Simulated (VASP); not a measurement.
Set up this calculation in VASP 6.6.1, as the native input.

```yaml
Task: single point
Functional: PBE
Potentials_or_basis: VASP PAW PBE potentials, release 64 (K_sv, Cl)
Cutoff: 520 eV
k_mesh: 6 × 6 × 6
Occupations: gaussian, width 0.02 eV
Spin: no spin polarisation
Dipole_correction: no
Further_INCAR_settings: ALGO = Normal; EDIFF = 1e-07; NBANDS = 15
```

The structure of KCl (Sylvite) lies in POSCAR:

```
KCl
1.0
    0.0000000000      3.2921288645      3.2921288645
    3.2921288645      0.0000000000      3.2921288645
    3.2921288645      3.2921288645      0.0000000000
K Cl
1 1
Direct
    0.0000000000      0.0000000000      0.0000000000
    0.5000000000      0.5000000000      0.5000000000
```

This cell differs from its parent crystal: volume scaled by 1.10.

These files were run (other wordings do the same):

INCAR

```
SYSTEM = KCl
  PREC = Accurate
  ENCUT = 520
  EDIFF = 1E-7
  ISMEAR = 0
  SIGMA = 0.02
  LREAL = .FALSE.
  LASPH = .TRUE.
  NELM = 80
  ALGO = Normal
  ISIF = 2
  LWAVE = .FALSE.
  LCHARG = .TRUE.
  GGA = PE
  LELF = .TRUE.
  LVHAR = .TRUE.
  NBANDS = 15
```

KPOINTS

```
Automatic mesh
0
G
  6 6 6
  0 0 0
```

Potentials or basis: VASP PAW PBE potentials, release 64 (K_sv, Cl).

Launch:

```bash
$ cat potpaw_PBE.64/K_sv/POTCAR potpaw_PBE.64/Cl/POTCAR > POTCAR
$ mpirun -np 1 vasp_std > vasp.out
```

Results of the run:

- Pressure: -1.2 GPa
- Band gap on the k mesh: 4.75 eV, direct

Run time: 52 s on 1 thread of AMD EPYC 7R13, with other jobs on the host, peak memory 0.18 GiB.
